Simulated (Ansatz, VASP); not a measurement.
## Two plane-wave programs on ZnGeP2

```
Zn Ge P
1.0
    -2.68713    2.68713    5.31269
     2.68713   -2.68713    5.31269
     2.68713    2.68713   -5.31269
Zn Ge P
2 2 4
Direct
  0.00000 0.00000 0.00000
  0.75000 0.25000 0.50000
  0.50000 0.50000 0.00000
  0.25000 0.75000 0.50000
  0.37500 0.37541 0.50041
  0.62459 0.12500 0.99959
  0.87500 0.87459 0.49959
  0.12541 0.62500 0.00041
```

Alike in both runs: functional LDA; k mesh 8 × 8 × 8; occupations gaussian, width 0.02 eV; no spin polarisation.

Ansatz relaxed the structure, and its values are those at the end. VASP's run is a single point on that final structure, the one shown.

|  | VASP | Ansatz |
| --- | --- | --- |
| version | VASP 6.6.1 | Ansatz 0.2.0 |
| potentials or method | VASP PAW LDA potentials, release 64 (Zn, Ge_d, P), cutoff 500 eV | scalar-relativistic, plane waves, PAW |
| valence electrons in the cell | 72 | 72 |

|  | VASP | Ansatz | Ansatz less VASP |
| --- | --- | --- | --- |
| gap on the k mesh at the Fermi level (eV) | 1.07 | 1.06 | -0.006 |
| least direct gap on the mesh (eV) | 1.18 | 1.18 | -0.001 |
| pressure (GPa) | 0.1 | 0.0 | -0.15 |
| rms of the force components (eV/Å) | 0.009 | 0.001 | -0.0085 |

LDA's correlation is that of Perdew and Zunger in VASP and of Perdew and Wang (1992) in Ansatz.
